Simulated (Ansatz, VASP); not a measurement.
**BAs in VASP and in Ansatz**

The input INCAR:

```
PREC = Accurate
ENCUT = 520
EDIFF = 1E-8
ISMEAR = -1
SIGMA = 0.05
LREAL = F
LASPH = T
NELM = 80
ALGO = Normal
ISIF = 2
LWAVE = F
LCHARG = F
GGA = CA
LEFG = T
NBANDS = 11
```

Contents of KPOINTS:

```
regular mesh
0
Gamma
  13 13 13
```

POSCAR

```
BAs
1.0
    0.0000000000      2.4362700000      2.3885000000
    2.4362700000      0.0000000000      2.3885000000
    2.4362700000      2.4362700000      0.0000000000
B As
1 1
Direct
    0.0000000000      0.0000000000      0.0000000000
    0.7500000000      0.7500000000      0.7500000000
```

Input for Ansatz:

```yaml
crystal:
  lattice:
    - [0.0, 2.43627, 2.3885]
    - [2.43627, 0.0, 2.3885]
    - [2.43627, 2.43627, 0.0]
  atoms:
    - { symbol: B, position: [0.0, 0.0, 0.0] }
    - { symbol: As, position: [0.75, 0.75, 0.75] }
kpoints:
  mp_grid: { grid: [13, 13, 13] }
scf:
  occupations: { method: fermi_dirac, width: 0.05 }
hamiltonian:
  xc: lda
  pseudopotentials: { kind: paw }
output:
  forces: true
  stress: true
  eigenvalues: true
  efg: { contact_densities: true }
  write_density: true
  write_potential: true
  elf: true
  volumetric_format: npy
```

Change from the starting cell: equal xx and yy strain of +2 %, PAW files.

Alike in both runs: task electric field gradients; functional LDA; k mesh 13 × 13 × 13; occupations fermi-dirac, width 0.05 eV; no spin polarisation.

|  | VASP | Ansatz |
| --- | --- | --- |
| version | VASP 6.6.1 | Ansatz 0.2.0 |
| potentials or method | VASP PAW LDA potentials, release 64 (B, As) | PAW with Ansatz's default frozen-core files, scalar-relativistic |
| plane-wave cutoff (eV) | 520 | 420 |
| valence electrons in the cell | 8 | 18 |

```csv
,VASP,Ansatz,Ansatz less VASP
pressure (GPa),-8.0,-8.7,-0.70
"traceless stress, the component that is largest in VASP (GPa)",2.56,2.58,+0.011
size of Vzz on the site where it differs most (V/Å²),2.5,2.3,-0.21
```

LDA's correlation is that of Perdew and Zunger in VASP and of Perdew and Wang (1992) in Ansatz. VASP's potentials hold 8 valence electrons a cell and Ansatz's 18, so a difference there can come from the potentials and not from the codes.
